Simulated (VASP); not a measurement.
Crystal: Cd2TeSe5.

```xyz
8
Lattice="4.2055 0.0000 0.0000 0.0000 4.7381 0.0000 0.0000 0.0000 14.9393" Properties=species:S:1:pos:R:3 pbc="T T T"
Cd    0.0000    0.0000    0.2715
Cd    2.1027    2.3691    0.0063
Te    0.0000    0.0000    5.2106
Se    0.0000    2.3691    1.7218
Se    2.1027    0.0000   13.5101
Se    2.1027    0.0000    6.6447
Se    2.1027    2.3691    9.5967
Se    0.0000    2.3691   10.8440
```

| Quantity | Value |
| --- | --- |
| Program | VASP 6.6.1 |
| Task | relaxation of cell and atoms |
| Functional | PBE |
| Potentials or basis | VASP PAW PBE potentials, release 64 (Cd, Te, Se) |
| Cutoff | 500 eV |
| k mesh | 4 × 4 × 2 |
| Occupations | gaussian, width 0.1 eV |
| Spin | no spin polarisation |

At the start: pressure 0.4 GPa; volume 37.21 Å³/atom.

**Question.** Where does the relaxation end?

**Answer.** Over 13 steps the energy falls by 9.3 meV/atom and the volume is 36.40 Å³/atom (-2.2 %); space group Pmm2 (No. 25, to 0.1 Å) before and after.

Step by step:
| step | energy change (eV) | largest force (eV/Å) | pressure (GPa) | volume (Å³) |
| --- | --- | --- | --- | --- |
| 1 | 0.0000 | 0.8367 | 0.42 | 297.68 |
| 2 | -0.0374 | 0.1816 | -0.78 | 301.88 |
| 3 | -0.0414 | 0.1263 | -0.51 | 300.87 |
| 4 | -0.0601 | 0.1201 | -0.21 | 296.94 |
| 5 | -0.0639 | 0.1826 | 0.00 | 294.44 |
| 6 | -0.0686 | 0.1240 | 0.03 | 293.71 |
| 7 | -0.0699 | 0.1146 | 0.07 | 293.08 |
| 8 | -0.0722 | 0.0970 | -0.10 | 293.53 |
| 9 | -0.0723 | 0.0906 | -0.15 | 293.69 |
| 10 | -0.0736 | 0.0796 | 0.00 | 292.20 |
| 11 | -0.0736 | 0.0721 | -0.01 | 292.28 |
| 12 | -0.0742 | 0.0443 | 0.01 | 291.74 |
| 13 | -0.0744 | 0.0347 | 0.02 | 291.21 |

Final structure:
```xyz
8
Lattice="4.1532 0.0000 0.0000 0.0000 4.6012 0.0000 0.0000 0.0000 15.2389" Properties=species:S:1:pos:R:3 pbc="T T T"
Cd    0.0000    0.0000    0.2719
Cd    2.0766    2.3006    0.0064
Te    0.0000    0.0000    5.2968
Se    0.0000    2.3006    1.7853
Se    2.0766    0.0000   13.7480
Se    2.0766    0.0000    6.8375
Se    2.0766    2.3006    9.7421
Se    0.0000    2.3006   11.0763
```

Caveat: the k points lie up to 0.38 Å⁻¹ apart in the final cell.
